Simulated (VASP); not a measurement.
# SnO (Cmce) in VASP: notebook

The runs below take SnO through single point, with PBE+D3(BJ).

Everything below comes from runs of VASP 6.6.1. Logs are shortened: lines on timing, memory, paths and dates and some standing lists are left out, and cuts for length are marked.

### Step 1. The cell of the first run

The typed cell holds 8 atoms: a = 3.836 Å, b = 3.836 Å, c = 9.518 Å, α = 90.00°, β = 90.00°, γ = 90.00°.

### Step 2. Single point, PBE+D3(BJ)

INCAR reads:

```
ALGO = Normal ; EDIFF = 1E-6
ENCUT = 520 ; GGA = PE
ISIF = 2 ; ISMEAR = 0
IVDW = 12 ; LASPH = T
LCHARG = F ; LREAL = F
LWAVE = F ; NBANDS = 50
NELM = 100 ; PREC = Accurate
SIGMA = 0.1
```

KPOINTS reads:

```
k-points
0
Gamma
  9 9 4
```

POSCAR reads:

```
SnO
1.0
    3.8360583204      0.0000000000      0.0000000000
   -0.0000106613      3.8360583204      0.0000000000
    0.0000000000      0.0000000000      9.5178525435
Sn O
4 4
Direct
    0.0001094671      0.0001094671     -0.0002320639
   -0.0001094671     -0.0001094671      0.4997679361
    0.4998732403      0.4998732403      0.7432277863
    0.5001267597      0.5001267597      0.2432277863
   -0.0001760411      0.4998149234      0.6215021389
    1.0001760411      0.5001850766      0.1215021389
    0.4998149234     -0.0001760411      0.6215021389
    0.5001850766      1.0001760411      0.1215021389
```

Potentials or basis: VASP PAW PBE potentials, release 64 (Sn_d, O).

On the command line:

```console
$ cat potpaw_PBE.64/Sn_d/POTCAR potpaw_PBE.64/O/POTCAR > POTCAR
$ mpirun -np 1 vasp_std > vasp.out
```

OUTCAR:

```text
EDIFF = 1E-6
   ENCUT = 520
   GGA = PE
   ISIF = 2
   ISMEAR = 0
   IVDW = 12
   LASPH = T
   LREAL = F
   NELM = 100
   PREC = Accurate
 IVDW          = 12

 ion  position               nearest neighbor table
   1  0.000  0.000  1.000-   8 2.24   6 2.24   8 2.24   6 2.24   4 3.57   4 3.57   4 3.57   4 3.57
                             3 3.65   3 3.65   3 3.65   3 3.65
   2  1.000  1.000  0.500-   7 2.24   5 2.24   7 2.24   5 2.24   3 3.57   3 3.57   3 3.57   3 3.57
                             4 3.65   4 3.65   4 3.65   4 3.65
   3  0.500  0.500  0.743-   5 2.24   7 2.24   5 2.24   7 2.24   2 3.57   2 3.57   2 3.57   2 3.57
                             1 3.65   1 3.65   1 3.65   1 3.65
   4  0.500  0.500  0.243-   6 2.24   8 2.24   6 2.24   8 2.24   1 3.57   1 3.57   1 3.57   1 3.57
                             2 3.65   2 3.65   2 3.65   2 3.65
   5  1.000  0.500  0.622-   2 2.24   3 2.24   3 2.24   2 2.24
   6  0.000  0.500  0.122-   1 2.24   4 2.24   4 2.24   1 2.24
   7  0.500  1.000  0.622-   2 2.24   3 2.24   3 2.24   2 2.24
   8  0.500  0.000  0.122-   1 2.24   4 2.24   4 2.24   1 2.24

  LATTYP: Found a simple tetragonal cell.
 ALAT       =     3.8360583204
 C/A-ratio  =     2.4811542861

  Lattice vectors:

 A1 = (   3.8360583204,   0.0000000000,   0.0000000000)
 A2 = (  -0.0000106613,   3.8360583204,   0.0000000000)
 A3 = (   0.0000000000,   0.0000000000,   9.5178525435)

Analysis of symmetry for initial positions (statically):
=====================================================================
 Subroutine PRICEL returns:
 Original cell was already a primitive cell.

 Routine SETGRP: Setting up the symmetry group for a
 simple tetragonal supercell.

 Subroutine GETGRP returns: Found  4 space group operations
 (whereof  2 operations were pure point group operations)
 out of a pool of 16 trial point group operations.

The static configuration has the point symmetry C_1h.
 The point group associated with its full space group is C_2v.

Analysis of symmetry for dynamics (positions and initial velocities):
=====================================================================
 Subroutine PRICEL returns:
 Original cell was already a primitive cell.

 Routine SETGRP: Setting up the symmetry group for a
 simple tetragonal supercell.

 Subroutine GETGRP returns: Found  4 space group operations
 (whereof  2 operations were pure point group operations)
 out of a pool of 16 trial point group operations.

The dynamic configuration has the point symmetry C_1h.
 The point group associated with its full space group is C_2v.

 Subroutine INISYM returns: Found  4 space group operations
 (whereof  2 operations are pure point group operations),
 and found     1 'primitive' translations

----------------------------------------------------------------------------------------

                                     Primitive cell

  volume of cell :     140.0585

  direct lattice vectors                    reciprocal lattice vectors
     3.836058320  0.000000000  0.000000000     0.260684254  0.000000725  0.000000000
    -0.000010661  3.836058320  0.000000000     0.000000000  0.260684254  0.000000000
     0.000000000  0.000000000  9.517852544     0.000000000  0.000000000  0.105065717

  length of vectors
     3.836058320  3.836058320  9.517852544     0.260684254  0.260684254  0.105065717

  position of ions in fractional coordinates (direct lattice)
     0.000109467  0.000109467  0.999767936
     0.999890533  0.999890533  0.499767936
     0.499873240  0.499873240  0.743227786
     0.500126760  0.500126760  0.243227786
     0.999823959  0.499814923  0.621502139
     0.000176041  0.500185077  0.121502139
     0.499814923  0.999823959  0.621502139
     0.500185077  0.000176041  0.121502139

  ion indices of the primitive-cell ions
   primitive index   ion index
                 1           1
                 2           2
                 3           3
                 4           4
                 5           5
                 6           6
                 7           7
                 8           8

----------------------------------------------------------------------------------------

 KPOINTS: k-points

Automatic generation of k-mesh.
 Grid dimensions read from file:
 generate k-points for:    9    9    4

 Generating k-lattice:

  Cartesian coordinates                     Fractional coordinates (reciprocal lattice)
     0.028964917  0.000000081  0.000000000     0.111111111  0.000000000  0.000000000
     0.000000000  0.028964917  0.000000000     0.000000000  0.111111111  0.000000000
     0.000000000  0.000000000  0.026266429     0.000000000  0.000000000  0.250000000

  Length of vectors
     0.028964917  0.028964917  0.026266429

  Shift w.r.t. Gamma in fractional coordinates (k-lattice)
     0.000000000  0.000000000  0.000000000

 Subroutine IBZKPT returns following result:
 ===========================================

 Found     75 irreducible k-points:

 Following reciprocal coordinates:
            Coordinates               Weight
  0.000000  0.000000  0.000000      1.000000
  0.111111 -0.000000  0.000000      4.000000
  0.222222 -0.000000  0.000000      4.000000
  0.333333 -0.000000  0.000000      4.000000
  0.444444 -0.000000  0.000000      4.000000
  0.111111  0.111111  0.000000      2.000000
[... 16 lines left out ...]
 -0.333333  0.444444  0.000000      4.000000
  0.444444  0.444444  0.000000      2.000000
 [... further k-points ...]
   k-points           NKPTS =     75   k-points in BZ     NKDIM =     75   number of bands    NBANDS=     50
   number of dos      NEDOS =    301   number of ions     NIONS =      8
   total plane-waves  NPLWV =  64800
   dimension x,y,z NGX =    30 NGY =   30 NGZ =   72
   dimension x,y,z NGXF=    60 NGYF=   60 NGZF=  144
   ions per type =               4   4
   NGX,Y,Z   is equivalent  to a cutoff of  13.00, 13.00, 12.58 a.u.
   NGXF,Y,Z  is equivalent  to a cutoff of  26.00, 26.00, 25.15 a.u.
 SYSTEM =  unknown system
   PREC   = accura    normal or accurate (medium, high low for compatibility)
   ISTART =      0    job   : 0-new  1-cont  2-samecut
   ICHARG =      2    charge: 1-file 2-atom 10-const
   ISPIN  =      1    spin polarized calculation?
   LNONCOLLINEAR =      F non collinear calculations
   LSORBIT =      F    spin-orbit coupling
   LASPH  =      T    aspherical Exc in radial PAW
   ENCUT  =  520.0 eV  38.22 Ry    6.18 a.u.   7.13  7.13 17.70*2*pi/ulx,y,z
   NELM   =    100;   NELMIN=  2; NELMDL= -5     # of ELM steps
   EDIFF  = 0.1E-05   stopping-criterion for ELM
   LREAL  =      F    real-space projection
   EDIFFG = 0.1E-04   stopping-criterion for IOM
   NSW    =      0    number of steps for IOM
   IBRION =     -1    ionic relax: 0-MD 1-quasi-New 2-CG
   NFREE  =      0    steps in history (QN), initial steepest desc. (CG)
   ISIF   =      2    stress and relaxation
   ISYM   =      2    0-nonsym 1-usesym 2-fastsym
   POTIM  = 0.5000    time-step for ionic-motion
   TEBEG  =    0.0;   TEEND  =   0.0 temperature during run
   PSTRESS=    0.0 pullay stress
   NELECT =      80.0000    total number of electrons
   NUPDOWN=      -1.0000    fix difference up-down
   EMIN   =  10.00;   EMAX   =-10.00  energy-range for DOS
   EFERMI =   0.00;   METHOD = LEGACY
   ISMEAR =     0;   SIGMA  =   0.10  broadening in eV -4-tet -1-fermi 0-gaus
   EFERMI_NEDOS =   21; number of points for ismear=-14 and -15
   IALGO  =     38    algorithm
   IMIX   =      4    mixing-type and parameters
     AMIX     =   0.40;   BMIX     =  1.00
     AMIX_MAG =   1.60;   BMIX_MAG =  1.00
  volume/ion in A,a.u.               =      17.51       118.15
  Fermi-wavevector in a.u.,A,eV,Ry     =   1.358319  2.566850 25.103155  1.845030
  Thomas-Fermi vector in A             =   2.485162
   LORBIT       =      0    0 simple, 1 ext, 2 COOP (PROOUT), +10 PAW based schemes
   GGA     = PE    functional components
   LHFCALC =     F    Hartree Fock is set to
   AEXX    =    0.0000 exact exchange contribution
   IVDW    =    12    specifies the selected vdW correction
   LEPSILON=     F    determine dielectric tensor
   LRPA    =     F    only Hartree local field effects (RPA)
 non-spin polarized calculation
 Gauss-broadening in eV      SIGMA  =   0.10
  energy-cutoff  :      520.00
  volume of cell :      140.06
 maximum number of plane-waves:      3796
 NGX is ok and might be reduce to    30

 number of electron      80.0000041 magnetization

 Free energy of the ion-electron system (eV)
  ---------------------------------------------------
  ext. energy  EPLUGINS =         0.00000000
  ---------------------------------------------------
  free energy    TOTEN  =       -45.37709035 eV

  energy without entropy =      -45.37597505  energy(sigma->0) =      -45.37653270

 E-fermi :   7.1876     XC(G=0): -10.2799

 val. band max:        7.0986190692   @ k =   0.0000   0.0000   0.0000
 cond. band min:       7.2490976729   @ k =   0.4444   0.4444   0.0000
 fundamental gap:      0.1504786037
 Fermi energy:         7.1876050898

 k-point     1 :       0.0000    0.0000    0.0000
  band No.  band energies     occupation
      1     -14.8267      2.00000
      2     -14.8057      2.00000
      3     -14.4452      2.00000
      4     -14.4335      2.00000
      5     -14.4335      2.00000
      6     -14.4243      2.00000
[... 42 lines left out ...]
     49      12.9664      0.00000
     50      12.9664      0.00000

 k-point     2 :       0.1111   -0.0000    0.0000
  band No.  band energies     occupation
      1     -14.8196      2.00000
      2     -14.8015      2.00000
      3     -14.4456      2.00000
      4     -14.4313      2.00000
      5     -14.4301      2.00000
      6     -14.4232      2.00000
[... 42 lines left out ...]
     49      12.6691      0.00000
     50      13.0238      0.00000

 k-point     3 :       0.2222   -0.0000    0.0000
  band No.  band energies     occupation
      1     -14.7997      2.00000
      2     -14.7894      2.00000
      3     -14.5101      2.00000
      4     -14.4737      2.00000
      5     -14.4244      2.00000
      6     -14.4209      2.00000
[... 42 lines left out ...]
     49      12.7129      0.00000
     50      13.1538      0.00000

 k-point     4 :       0.3333   -0.0000    0.0000
  band No.  band energies     occupation
      1     -14.7692      2.00000
      2     -14.7681      2.00000
      3     -14.6043      2.00000
      4     -14.5717      2.00000
      5     -14.4289      2.00000
      6     -14.4198      2.00000
[... 999 lines left out ...]
 k-point    23 :      -0.3333    0.4444    0.0000
  band No.  band energies     occupation
      1     -14.7603      2.00000
      2     -14.7387      2.00000
      3     -14.7338      2.00000
      4     -14.7135      2.00000
      5     -14.4097      2.00000
      6     -14.4063      2.00000
[... 42 lines left out ...]
     49      12.9823      0.00000
     50      13.7302      0.00000

 k-point    24 :       0.4444    0.4444    0.0000
  band No.  band energies     occupation
      1     -14.7688      2.00000
      2     -14.7601      2.00000
      3     -14.7384      2.00000
      4     -14.7299      2.00000
      5     -14.4107      2.00000
      6     -14.4099      2.00000
[... 42 lines left out ...]
     49      12.6603      0.00000
     50      13.1118      0.00000

 [... further k-points ...]

------------------------ aborting loop because EDIFF is reached ----------------------------------------

 Edisp (eV)   -1.87978

 E8    (eV) :    -0.8157

  FORCE on cell =-STRESS in cart. coord.  units (eV):
  Direction    XX          YY          ZZ          XY          YZ          ZX
  --------------------------------------------------------------------------------------
  -------------------------------------------------------------------------------------
  Total       0.23558     0.23558     0.21566     0.00020     0.00000     0.00000
  in kB       2.69488     2.69488     2.46698     0.00233     0.00000     0.00000
  external pressure =        2.62 kB  Pullay stress =        0.00 kB

 VOLUME and BASIS-vectors are now :
 -----------------------------------------------------------------------------
  energy-cutoff  :      520.00
  volume of cell :      140.06
      direct lattice vectors                 reciprocal lattice vectors
     3.836058320  0.000000000  0.000000000     0.260684254  0.000000725  0.000000000
    -0.000010661  3.836058320  0.000000000     0.000000000  0.260684254  0.000000000
     0.000000000  0.000000000  9.517852544     0.000000000  0.000000000  0.105065717

 POSITION                                       TOTAL-FORCE (eV/Angst)
 -----------------------------------------------------------------------------------
      0.00042      0.00042      9.51564         0.000677      0.000677     -0.078165
      3.83563      3.83564      4.75672        -0.000677     -0.000677     -0.078165
      1.91754      1.91754      7.07393        -0.000264     -0.000264      0.078709
      1.91851      1.91852      2.31501         0.000264      0.000264      0.078709
      3.83538      1.91732      5.91537         0.000921      0.001425     -0.000272
      0.00067      1.91874      1.15644        -0.000921     -0.001425     -0.000272
      1.91731      3.83538      5.91537         0.001425      0.000921     -0.000272
      1.91874      0.00068      1.15644        -0.001425     -0.000921     -0.000272
 -----------------------------------------------------------------------------------
    total drift:                                0.000000      0.000000      0.000033

  FREE ENERGIE OF THE ION-ELECTRON SYSTEM (eV)
  ---------------------------------------------------
  free  energy   TOTEN  =       -47.2568659677 eV

  energy  without entropy=      -47.2557506627  energy(sigma->0) =      -47.25630832
```

Run time: 6 min. Hardware: 1 thread of Intel Xeon Platinum 8488C (Sapphire Rapids), shared host; peak memory 0.49 GiB.

Results:

* Free energy: -47.2569 eV
* Pressure: 0.3 GPa
* Largest force: 0.079 eV/Å
* Band gap on the k mesh: 0.15 eV
* Dispersion energy per atom: -0.235 eV

Forces on the atoms (eV/Å):
```
Sn   0.001  0.001 -0.078
Sn  -0.001 -0.001 -0.078
Sn   0.000  0.000  0.079
Sn   0.000  0.000  0.079
O    0.001  0.001  0.000
O   -0.001 -0.001  0.000
O    0.001  0.001  0.000
O   -0.001 -0.001  0.000
```

Caveat: semilocal functionals underestimate gaps, and a narrow one can read as zero; spin-orbit coupling is left out, which moves the levels of the heavy elements. A k mesh can miss the band edges.

### Step 3. Single point, PBE+D3(BJ)

This run uses another cell than the first one: it holds 16 atoms, not 8.

INCAR reads:

```
SYSTEM = SnO
ALGO = Fast
EDIFF = 1E-6
ENCUT = 520
GGA = PE
ISIF = 2
ISMEAR = 0
IVDW = 12
LASPH = .True.
LCHARG = .False.
LREAL = Auto
LWAVE = .False.
NBANDS = 94
NELM = 80
PREC = Accurate
SIGMA = 0.1
```

KPOINTS reads:

```
k-points
0
Gamma
  6 6 6
  0 0 0
```

POSCAR reads:

```
SnO
1.0
    0.0000000000     -5.4249981728      0.0000000000
    5.4250132479      0.0000000000      0.0000000000
    0.0000000000      0.0000000000      9.5178527145
Sn O
8 8
Direct
    0.4998818866      0.5000000000      0.0002299217
    0.9998818866      0.0000000000      0.0002299217
    0.5001181134      0.5000000000      0.5002299217
    0.0001181134      0.0000000000      0.5002299217
    0.0001181134      0.5000000000      0.2567700783
    0.5001181134      0.0000000000      0.2567700783
    0.9998818866      0.5000000000      0.7567700783
    0.4998818866      0.0000000000      0.7567700783
    0.7501805597      0.2500000000      0.3785000000
    0.2501805597      0.7500000000      0.3785000000
    0.2498194403      0.7500000000      0.8785000000
    0.7498194403      0.2500000000      0.8785000000
    0.7501805597      0.7500000000      0.3785000000
    0.2501805597      0.2500000000      0.3785000000
    0.2498194403      0.2500000000      0.8785000000
    0.7498194403      0.7500000000      0.8785000000
```

Potentials or basis: VASP PAW PBE potentials, release 64 (Sn_d, O).

On the command line:

```console
$ cat potpaw_PBE.64/Sn_d/POTCAR potpaw_PBE.64/O/POTCAR > POTCAR
$ mpirun -np 1 vasp_std > vasp.out
```

It took 61 min on 1 thread of Oxide Virtual Turin-like, shared host; peak memory 0.98 GiB.

Results (log left out):

```yaml
Free_energy: -94.5315 eV
Pressure: 0.3 GPa
Largest_force: 0.086 eV/Å
Band_gap_on_the_k_mesh: zero (filled and empty bands touch)
Dispersion_energy_per_atom: -0.235 eV
```

Forces on the atoms (eV/Å):
```
Sn   0.000  0.003  0.086
Sn   0.000  0.003  0.086
Sn   0.000 -0.003  0.086
Sn   0.000 -0.003  0.086
Sn   0.000 -0.003 -0.086
Sn   0.000 -0.003 -0.086
Sn   0.000  0.003 -0.086
Sn   0.000  0.003 -0.086
O    0.000  0.002  0.000
O    0.000  0.002  0.000
O    0.000 -0.002  0.000
O    0.000 -0.002  0.000
O    0.000  0.002  0.000
O    0.000  0.002  0.000
O    0.000 -0.002  0.000
O    0.000 -0.002  0.000
```

Levels at points of the mesh, in eV from the Fermi level:
| k point | band 78 | band 79 | band 80 | band 81 | band 82 | band 83 |
| --- | --- | --- | --- | --- | --- | --- |
| (0.00, 0.00, 0.00) | -1.90 | -1.90 | -0.05 | -0.05 | -0.05 | 1.67 |
| (0.50, 0.00, 0.00) | -1.94 | -0.73 | -0.73 | 1.65 | 1.65 | 1.78 |
| (0.00, 0.50, 0.00) | -1.94 | -0.73 | -0.73 | 1.65 | 1.65 | 1.78 |
| (0.50, 0.50, 0.00) | -1.72 | -1.72 | -1.72 | 2.65 | 2.65 | 2.65 |
| (0.00, 0.00, 0.50) | -2.37 | -0.59 | -0.59 | 0.86 | 0.86 | 0.86 |
| (0.50, 0.00, 0.50) | -1.20 | -1.20 | -1.20 | 2.15 | 2.15 | 2.15 |
| (0.00, 0.50, 0.50) | -1.20 | -1.20 | -1.20 | 2.15 | 2.15 | 2.15 |
| (0.50, 0.50, 0.50) | -2.17 | -2.17 | -2.17 | 2.93 | 2.93 | 2.93 |

Caveat: semilocal functionals underestimate gaps, and a narrow one can read as zero; spin-orbit coupling is left out, which moves the levels of the heavy elements.

The gap in the log of VASP goes by the Fermi energy; the results here count the filled bands.